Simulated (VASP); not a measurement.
A run of VASP 6.6.1:

POSCAR

```
C
1.0
    0.0000000000      1.7834000000      1.7834000000
    1.7834000000      0.0000000000      1.7834000000
    1.7834000000      1.7834000000      0.0000000000
C
2
Direct
    0.5000000000      0.5000000000      0.5000000000
    0.7500000000      0.7500000000      0.7500000000
```

Contents of INCAR.step1:

```
SYSTEM = C
  ALGO = Normal
  EDIFF = 1E-7
  ENCUT = 520
  ISIF = 2
  ISMEAR = -1
  LASPH = .TRUE.
  LCHARG = .TRUE.
  LREAL = .FALSE.
  LWAVE = .FALSE.
  NBANDS = 11
  NELM = 80
  PREC = Accurate
  SIGMA = 0.03
```

File KPOINTS.step1:

```
k-points
0
G
  16 16 16
  0 0 0
```

File INCAR.step2:

```
SYSTEM = C
  ALGO = Normal
  EDIFF = 1E-7
  ENCUT = 520
  ICHARG = 11
  ISIF = 2
  ISMEAR = -5
  LASPH = .TRUE.
  LCHARG = .FALSE.
  LORBIT = 10
  LREAL = .FALSE.
  LWAVE = .FALSE.
  NBANDS = 11
  NEDOS = 1001
  NELM = 80
  PREC = Accurate
  SIGMA = 0.03
```

The input KPOINTS.step2:

```
k-points
0
G
  24 24 24
  0 0 0
```

Potentials or basis: VASP PAW LDA potentials, release 64 (C).

The run is started by

```console
$ cat potpaw_LDA.64/C/POTCAR > POTCAR
$ cp INCAR.step1 INCAR
$ cp KPOINTS.step1 KPOINTS
$ mpirun -np 1 vasp_std > vasp.out
$ cp INCAR.step2 INCAR
$ cp KPOINTS.step2 KPOINTS
$ mpirun -np 1 vasp_std > vasp.out
```

Hardware: 1 thread of Intel Xeon 6975P-C, on a shared host.

Question: How long does it take, and how much memory?

Answer: Run time: 49 s on 1 thread of Intel Xeon 6975P-C, with other jobs on the host, peak memory 0.15 GiB. Counts: k points 413.
